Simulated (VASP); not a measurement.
Input of a VASP 6.6.1 run:

The input INCAR:

```
SYSTEM = SrO
PREC = Accurate
ENCUT = 520
EDIFF = 1E-7
ISMEAR = -1
SIGMA = 0.02
LREAL = .False.
LASPH = .True.
NELM = 100
ALGO = Normal
ISIF = 2
LWAVE = .False.
LCHARG = .True.
GGA = PE
LELF = .True.
LVHAR = .True.
NBANDS = 15
```

File KPOINTS:

```
Automatic mesh
0
Gamma
  8 8 8
  0 0 0
```

File POSCAR:

```
SrO
1.0
    0.0000000000      2.6441316455      2.5479726633
    2.6441316455      0.0000000000      2.5479726633
    2.6441316455      2.6441316455      0.0000000000
Sr O
1 1
Direct
    0.0000000000      0.0000000000      0.0000000000
    0.5000000000      0.5000000000      0.5000000000
```

Potentials or basis: VASP PAW PBE potentials, release 64 (Sr_sv, O).

Run with:

```console
$ cat potpaw_PBE.64/Sr_sv/POTCAR potpaw_PBE.64/O/POTCAR > POTCAR
$ mpirun -np 1 vasp_std > vasp.out
```

Problem. Predict the pressure.

Solution. -0.6 GPa.

Problem. Estimate the band gap on the k mesh.

Solution. 3.12 eV (least direct gap 3.36 eV).

Stress tensor (GPa, compression positive):
```
-2.04  0.00  0.00
 0.00 -2.04  0.00
 0.00  0.00  2.29
```

Caveat: the cell differs from its parent crystal (epitaxial xy strain +2.5%). A k mesh can miss the band edges.
